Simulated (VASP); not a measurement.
Here is a VASP 6.6.1 calculation.

Contents of INCAR:

```
SYSTEM = Au
PREC = Accurate
ENCUT = 520
EDIFF = 1E-7
ISMEAR = 0
SIGMA = 0.1
LREAL = .FALSE.
LASPH = .TRUE.
NELM = 80
ALGO = Normal
ISIF = 2
LWAVE = .FALSE.
LCHARG = .FALSE.
LDIPOL = .TRUE.
IDIPOL = 3
DIPOL = 0.5 0.5 0.500
GGA = PE
NBANDS = 36
```

File KPOINTS:

```
regular mesh
0
G
  12 12 1
  0 0 0
```

POSCAR

```
Au
1.0
    2.9400765671      0.0000000000      0.0000000000
   -1.4700382836      2.5461809962      0.0000000000
    0.0000000000      0.0000000000     24.6022498589
Au
5
Direct
    0.6666666667      0.3333333333      0.3048501679
    0.3333333333      0.6666666667      0.4024250839
    0.0000000000      0.0000000000      0.5000000000
    0.6666666667      0.3333333333      0.5975749161
    0.3333333333      0.6666666667      0.6951498321
```

Potentials or basis: VASP PAW PBE potentials, release 64 (Au).

The run is started by

```console
$ cat potpaw_PBE.64/Au/POTCAR > POTCAR
$ mpirun -np 1 vasp_std > vasp.out
```

(1) Predict the largest force.

Answers

(1) 0.176 eV/Å.
